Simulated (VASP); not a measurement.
Here is a VASP 6.6.1 calculation.

File INCAR:

```
SYSTEM = Te
PREC = Accurate
ENCUT = 600
EDIFF = 1E-6
ISMEAR = -1
SIGMA = 0.08
LREAL = .FALSE.
LASPH = .TRUE.
NELM = 100
ALGO = Normal
ISIF = 3
LWAVE = .FALSE.
LCHARG = .FALSE.
GGA = PE
IBRION = 2
NSW = 60
EDIFFG = -0.005
PSTRESS = 870.0
```

The input KPOINTS:

```
Automatic mesh
0
G
  13 13 13
  0 0 0
```

File POSCAR:

```
Te
1.0
    1.8048712064     -1.0420428769      3.1886057979
    0.0000000000      2.0840857537      3.1886057979
   -1.8048712064     -1.0420428769      3.1886057979
Te
2
Direct
    0.2320000000      0.2320000000      0.2320000000
   -0.2320000000     -0.2320000000     -0.2320000000
```

Potentials or basis: VASP PAW PBE potentials, release 64 (Te).

Command:

```console
$ cat potpaw_PBE.64/Te/POTCAR > POTCAR
$ mpirun -np 1 vasp_std > vasp.out
```

(1) Predict the relaxed volume.

(2) Predict the space group after relaxing (to 0.1 Å).

Results:

(1) 17.17 Å³/atom.

(2) Fm-3m (No. 225).

Caveat: the cell is relaxed towards a set pressure, so the run minimises the enthalpy, not the energy; a cell axis changed by over 15 % at a fixed basis, so the end point is rough.
